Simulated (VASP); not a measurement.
# TiO2 (P4_2/mnm) in VASP: a series of runs

TiO2 is run at these levels: PBE+U; tasks: single point.

Everything below comes from runs of VASP 6.6.1. Logs are shortened: lines on timing, memory, paths and dates and some standing lists are left out, and cuts for length are marked.

### Step 1. The cell of the first run

Symmetry: P4_2/mnm, No. 136, tetragonal system. The conventional cell has a = 4.269 Å, b = 4.269 Å, c = 3.247 Å, α = 90.00°, β = 90.00°, γ = 90.00°. Ti (site symmetry mmm) has 6 O at 1.85 to 2.00 Å within 2.4 Å. Within 2.4 Å of O (site symmetry m2m) lie 3 Ti at 1.85 to 2.00 Å and 1 O at 2.35 Å.

### Step 2. Single point, PBE+U (strain -0.080 along x and y, +0.080 along z)

File INCAR:

```
SYSTEM = TiO2
PREC     = Accurate       ! precision mode
ENCUT    = 520            ! plane-wave cutoff, eV
EDIFF    = 1E-7           ! SCF threshold, eV
ISMEAR   = 0              ! smearing method
SIGMA    = 0.05           ! smearing width, eV
LREAL    = .FALSE.        ! projectors in reciprocal space
LASPH    = .TRUE.         ! aspherical terms in the spheres
NELM     = 150            ! most SCF steps
ALGO     = Normal         ! electronic algorithm
ISIF     = 2              ! what is computed and relaxed
LWAVE    = .FALSE.        ! write WAVECAR
LCHARG   = .FALSE.        ! write CHGCAR
LMAXMIX  = 4              ! l up to which the mixer works
LDAU     = .TRUE.         ! DFT+U
LDAUTYPE = 2            
LDAUL    = 2 -1           ! shell
LDAUU    = 4 0            ! U, eV
LDAUJ    = 0 0          
LDAUPRINT= 1            
GGA      = PE             ! functional
NBANDS   = 33             ! bands
```

File KPOINTS:

```
regular mesh
0
G
  6 6 10
  0 0 0
```

File POSCAR:

```
TiO2
1.0
    4.2691518190      0.0000000000      0.0000000000
    0.0000000000      4.2691518190      0.0000000000
    0.0000000000      0.0000000000      3.2468943654
Ti O
2 4
Direct
    0.0000000000      0.0000000000      0.0000000000
    0.5000000000      0.5000000000      0.5000000000
    0.3056475955      0.3056475955      0.0000000000
    0.1943524045      0.8056475955      0.5000000000
    0.6943524045      0.6943524045      0.0000000000
    0.8056475955      0.1943524045      0.5000000000
```

Potentials or basis: VASP PAW PBE potentials, release 64 (Ti_sv, O).

Started as:

```
$ cat potpaw_PBE.64/Ti_sv/POTCAR potpaw_PBE.64/O/POTCAR > POTCAR
$ mpirun -np 1 vasp_std > vasp.out
```

OUTCAR:

```text
SYSTEM = TiO2
   PREC = Accurate
   ENCUT = 520
   EDIFF = 1E-7
   ISMEAR = 0
   LREAL = .FALSE.
   LASPH = .TRUE.
   NELM = 150
   ISIF = 2
   GGA = PE

 ion  position               nearest neighbor table
   1  0.000  0.000  0.000-   3 1.85   5 1.85   4 2.00   6 2.00   4 2.00   6 2.00
   2  0.500  0.500  0.500-   4 1.85   6 1.85   5 2.00   3 2.00   3 2.00   5 2.00
   3  0.306  0.306  0.000-   1 1.85   2 2.00   2 2.00
   4  0.194  0.806  0.500-   2 1.85   1 2.00   1 2.00
   5  0.694  0.694  0.000-   1 1.85   2 2.00   2 2.00
   6  0.806  0.194  0.500-   2 1.85   1 2.00   1 2.00

  LATTYP: Found a simple tetragonal cell.
 ALAT       =     4.2691518190
 C/A-ratio  =     0.7605478800

  Lattice vectors:

 A1 = (   4.2691518190,   0.0000000000,   0.0000000000)
 A2 = (   0.0000000000,   4.2691518190,   0.0000000000)
 A3 = (   0.0000000000,   0.0000000000,   3.2468943654)

Analysis of symmetry for initial positions (statically):
=====================================================================
 Subroutine PRICEL returns:
 Original cell was already a primitive cell.

 Routine SETGRP: Setting up the symmetry group for a
 simple tetragonal supercell.

 Subroutine GETGRP returns: Found 16 space group operations
 (whereof  8 operations were pure point group operations)
 out of a pool of 16 trial point group operations.

The static configuration has the point symmetry D_2h.
 The point group associated with its full space group is D_4h.

Analysis of symmetry for dynamics (positions and initial velocities):
=====================================================================
 Subroutine PRICEL returns:
 Original cell was already a primitive cell.

 Routine SETGRP: Setting up the symmetry group for a
 simple tetragonal supercell.

 Subroutine GETGRP returns: Found 16 space group operations
 (whereof  8 operations were pure point group operations)
 out of a pool of 16 trial point group operations.

The dynamic configuration has the point symmetry D_2h.
 The point group associated with its full space group is D_4h.

 Subroutine INISYM returns: Found 16 space group operations
 (whereof  8 operations are pure point group operations),
 and found     1 'primitive' translations

----------------------------------------------------------------------------------------

                                     Primitive cell

  volume of cell :      59.1768

  direct lattice vectors                    reciprocal lattice vectors
     4.269151819  0.000000000  0.000000000     0.234238566  0.000000000  0.000000000
     0.000000000  4.269151819  0.000000000     0.000000000  0.234238566  0.000000000
     0.000000000  0.000000000  3.246894365     0.000000000  0.000000000  0.307986614

  length of vectors
     4.269151819  4.269151819  3.246894365     0.234238566  0.234238566  0.307986614

  position of ions in fractional coordinates (direct lattice)
     0.000000000  0.000000000  0.000000000
     0.500000000  0.500000000  0.500000000
     0.305647595  0.305647595  0.000000000
     0.194352405  0.805647595  0.500000000
     0.694352405  0.694352405  0.000000000
     0.805647595  0.194352405  0.500000000

  ion indices of the primitive-cell ions
   primitive index   ion index
                 1           1
                 2           2
                 3           3
                 4           4
                 5           5
                 6           6

[... 106 lines left out ...]
 non-spin polarized calculation
 Gauss-broadening in eV      SIGMA  =   0.05
  energy-cutoff  :      520.00
  volume of cell :       59.18
 maximum number of plane-waves:      1624
 NGX is ok and might be reduce to    32
   NGX = 15   NGY = 15   NGZ = 13

atom =   1  type =  1  l = 2

 onsite density matrix

spin component  1

  0.2210  0.0000 -0.1163  0.0000  0.0000
  0.0000  0.1662  0.0000 -0.0686  0.0000
 -0.1163  0.0000  0.1417  0.0000  0.0000
  0.0000 -0.0686  0.0000  0.1662  0.0000
  0.0000  0.0000  0.0000  0.0000  0.1246

spin component  2

  0.2210  0.0000 -0.1163  0.0000  0.0000
  0.0000  0.1662  0.0000 -0.0686  0.0000
 -0.1163  0.0000  0.1417  0.0000  0.0000
  0.0000 -0.0686  0.0000  0.1662  0.0000
  0.0000  0.0000  0.0000  0.0000  0.1246

 occupancies and eigenvectors

  o =  0.0585  v = -0.5820  0.0000 -0.8132  0.0000  0.0000  0.0000  0.0000  0.0000  0.0000  0.0000      0.0000  0.0000  0.0000  0.0000  0.0000  0.0000  0.0000  0.0000  0.0000  0.0000
  o =  0.0585  v =  0.0000  0.0000  0.0000  0.0000  0.0000 -0.5820  0.0000 -0.8132  0.0000  0.0000      0.0000  0.0000  0.0000  0.0000  0.0000  0.0000  0.0000  0.0000  0.0000  0.0000
  o =  0.0976  v =  0.0000 -0.7071  0.0000 -0.7071 -0.0000  0.0000  0.0000  0.0000  0.0000  0.0000      0.0000  0.0000  0.0000  0.0000  0.0000  0.0000  0.0000  0.0000  0.0000  0.0000
  o =  0.0976  v =  0.0000  0.0000  0.0000  0.0000  0.0000  0.0000 -0.7071  0.0000 -0.7071 -0.0000      0.0000  0.0000  0.0000  0.0000  0.0000  0.0000  0.0000  0.0000  0.0000  0.0000
  o =  0.1246  v =  0.0000  0.0000 -0.0000  0.0000 -1.0000  0.0000  0.0000  0.0000  0.0000  0.0000      0.0000  0.0000  0.0000  0.0000  0.0000  0.0000  0.0000  0.0000  0.0000  0.0000
  o =  0.1246  v =  0.0000  0.0000  0.0000  0.0000  0.0000  0.0000  0.0000 -0.0000  0.0000 -1.0000      0.0000  0.0000  0.0000  0.0000  0.0000  0.0000  0.0000  0.0000  0.0000  0.0000
  o =  0.2348  v =  0.0000  0.0000  0.0000  0.0000  0.0000  0.0000 -0.7071  0.0000  0.7071 -0.0000      0.0000  0.0000  0.0000  0.0000  0.0000  0.0000  0.0000  0.0000  0.0000  0.0000
  o =  0.2348  v =  0.0000 -0.7071  0.0000  0.7071 -0.0000  0.0000  0.0000  0.0000  0.0000  0.0000      0.0000  0.0000  0.0000  0.0000  0.0000  0.0000  0.0000  0.0000  0.0000  0.0000
  o =  0.3043  v = -0.8132  0.0000  0.5820  0.0000 -0.0000  0.0000  0.0000  0.0000  0.0000  0.0000      0.0000  0.0000  0.0000  0.0000  0.0000  0.0000  0.0000  0.0000  0.0000  0.0000
  o =  0.3043  v =  0.0000  0.0000  0.0000  0.0000  0.0000 -0.8132  0.0000  0.5820  0.0000 -0.0000      0.0000  0.0000  0.0000  0.0000  0.0000  0.0000  0.0000  0.0000  0.0000  0.0000

atom =   2  type =  1  l = 2

 onsite density matrix

spin component  1

  0.2210  0.0000  0.1163  0.0000  0.0000
  0.0000  0.1662  0.0000  0.0686  0.0000
  0.1163  0.0000  0.1417  0.0000 -0.0000
  0.0000  0.0686  0.0000  0.1662  0.0000
  0.0000  0.0000 -0.0000  0.0000  0.1246

spin component  2

  0.2210  0.0000  0.1163  0.0000  0.0000
  0.0000  0.1662  0.0000  0.0686  0.0000
  0.1163  0.0000  0.1417  0.0000 -0.0000
  0.0000  0.0686  0.0000  0.1662  0.0000
  0.0000  0.0000 -0.0000  0.0000  0.1246

 occupancies and eigenvectors

  o =  0.0585  v = -0.5820 -0.0000  0.8132  0.0000  0.0000  0.0000  0.0000  0.0000  0.0000  0.0000      0.0000  0.0000  0.0000  0.0000  0.0000  0.0000  0.0000  0.0000  0.0000  0.0000
  o =  0.0585  v =  0.0000  0.0000  0.0000  0.0000  0.0000 -0.5820 -0.0000  0.8132  0.0000  0.0000      0.0000  0.0000  0.0000  0.0000  0.0000  0.0000  0.0000  0.0000  0.0000  0.0000
  o =  0.0976  v =  0.0000  0.7071  0.0000 -0.7071  0.0000  0.0000  0.0000  0.0000  0.0000  0.0000      0.0000  0.0000  0.0000  0.0000  0.0000  0.0000  0.0000  0.0000  0.0000  0.0000
  o =  0.0976  v =  0.0000  0.0000  0.0000  0.0000  0.0000  0.0000  0.7071  0.0000 -0.7071  0.0000      0.0000  0.0000  0.0000  0.0000  0.0000  0.0000  0.0000  0.0000  0.0000  0.0000
  o =  0.1246  v = -0.0000  0.0000  0.0000  0.0000 -1.0000  0.0000  0.0000  0.0000  0.0000  0.0000      0.0000  0.0000  0.0000  0.0000  0.0000  0.0000  0.0000  0.0000  0.0000  0.0000
  o =  0.1246  v =  0.0000  0.0000  0.0000  0.0000  0.0000 -0.0000  0.0000  0.0000  0.0000 -1.0000      0.0000  0.0000  0.0000  0.0000  0.0000  0.0000  0.0000  0.0000  0.0000  0.0000
  o =  0.2348  v =  0.0000  0.0000  0.0000  0.0000  0.0000  0.0000  0.7071  0.0000  0.7071  0.0000      0.0000  0.0000  0.0000  0.0000  0.0000  0.0000  0.0000  0.0000  0.0000  0.0000
  o =  0.2348  v =  0.0000  0.7071  0.0000  0.7071  0.0000  0.0000  0.0000  0.0000  0.0000  0.0000      0.0000  0.0000  0.0000  0.0000  0.0000  0.0000  0.0000  0.0000  0.0000  0.0000
  o =  0.3043  v = -0.8132 -0.0000 -0.5820  0.0000  0.0000  0.0000  0.0000  0.0000  0.0000  0.0000      0.0000  0.0000  0.0000  0.0000  0.0000  0.0000  0.0000  0.0000  0.0000  0.0000
  o =  0.3043  v =  0.0000  0.0000  0.0000  0.0000  0.0000 -0.8132 -0.0000 -0.5820  0.0000  0.0000      0.0000  0.0000  0.0000  0.0000  0.0000  0.0000  0.0000  0.0000  0.0000  0.0000

 number of electron      48.0000001 magnetization

 Free energy of the ion-electron system (eV)
  ---------------------------------------------------
  ext. energy  EPLUGINS =         0.00000000
  ---------------------------------------------------
  free energy    TOTEN  =       -47.23954176 eV

  energy without entropy =      -47.23954176  energy(sigma->0) =      -47.23954176

 E-fermi :   6.0705     XC(G=0): -11.7626

 val. band max:        5.7353476479   @ k =   0.0000   0.0000   0.0000
 cond. band min:       8.3953084836   @ k =   0.0000   0.0000   0.0000
 fundamental gap:      2.6599608358
 Fermi energy:         6.0704792662

 k-point     1 :       0.0000    0.0000    0.0000
  band No.  band energies     occupation
      1     -51.9751      2.00000
      2     -51.9475      2.00000
      3     -28.2937      2.00000
      4     -28.2937      2.00000
      5     -28.1124      2.00000
      6     -28.1039      2.00000
[... 853 lines left out ...]
     32      11.1933      0.00000
     33      12.8742      0.00000

 [... further k-points ...]

------------------------ aborting loop because EDIFF is reached ----------------------------------------

  FORCE on cell =-STRESS in cart. coord.  units (eV):
  Direction    XX          YY          ZZ          XY          YZ          ZX
  --------------------------------------------------------------------------------------
  -------------------------------------------------------------------------------------
  Total       14.0346201     14.0346201     -0.0987917      0.0000000      0.0000000      0.0000000
  in kB      379.9792539    379.9792539     -2.6747286      0.0000000      0.0000000      0.0000000
  external PRESSURE =     252.4279264 kB  Pullay stress =       0.0000000 kB

 VOLUME and BASIS-vectors are now :
 -----------------------------------------------------------------------------
  energy-cutoff  :      520.00
  volume of cell :       59.18
      direct lattice vectors                 reciprocal lattice vectors
     4.269151819  0.000000000  0.000000000     0.234238566  0.000000000  0.000000000
     0.000000000  4.269151819  0.000000000     0.000000000  0.234238566  0.000000000
     0.000000000  0.000000000  3.246894365     0.000000000  0.000000000  0.307986614

 POSITION                                       TOTAL-FORCE (eV/Angst)
 -----------------------------------------------------------------------------------
      0.00000      0.00000      0.00000         0.000000      0.000000     -0.000000
      2.13458      2.13458      1.62345         0.000000      0.000000     -0.000000
      1.30486      1.30486      0.00000         0.373510      0.373510      0.000000
      0.82972      3.43943      1.62345        -0.373510      0.373510     -0.000000
      2.96430      2.96430      0.00000        -0.373510     -0.373510     -0.000000
      3.43943      0.82972      1.62345         0.373510     -0.373510     -0.000000
 -----------------------------------------------------------------------------------
    total drift:                                0.000000     -0.000000      0.000000

  FREE ENERGIE OF THE ION-ELECTRON SYSTEM (eV)
  ---------------------------------------------------
  free  energy   TOTEN  =       -47.2395417555 eV

  energy  without entropy=      -47.2395417555  energy(sigma->0) =      -47.23954176
```

It took 3 min on 1 thread of Intel Xeon 8259CL, shared host; peak memory 0.23 GiB.

Results:

```yaml
Free_energy: -47.2395 eV
Pressure: 25.2 GPa
Largest_force: 0.528 eV/Å
Band_gap_on_the_k_mesh: 2.66 eV
```

Forces on the atoms (eV/Å):
```
Ti   0.000  0.000  0.000
Ti   0.000  0.000  0.000
O    0.374  0.374  0.000
O   -0.374  0.374  0.000
O   -0.374 -0.374  0.000
O    0.374 -0.374  0.000
```

Eigenvalues of the final occupation matrices:
```
    site  spin  trace               eigenvalues
site 1 d     1   0.82  0.06 0.10 0.12 0.23 0.30
site 1 d     2   0.82  0.06 0.10 0.12 0.23 0.30
site 2 d     1   0.82  0.06 0.10 0.12 0.23 0.30
site 2 d     2   0.82  0.06 0.10 0.12 0.23 0.30
```

Caveat: the cell differs from its parent crystal (strain -0.080 along x and y, +0.080 along z); the cell stands under pressure. A k mesh can miss the band edges.

(Continued in part 2 of 2.)
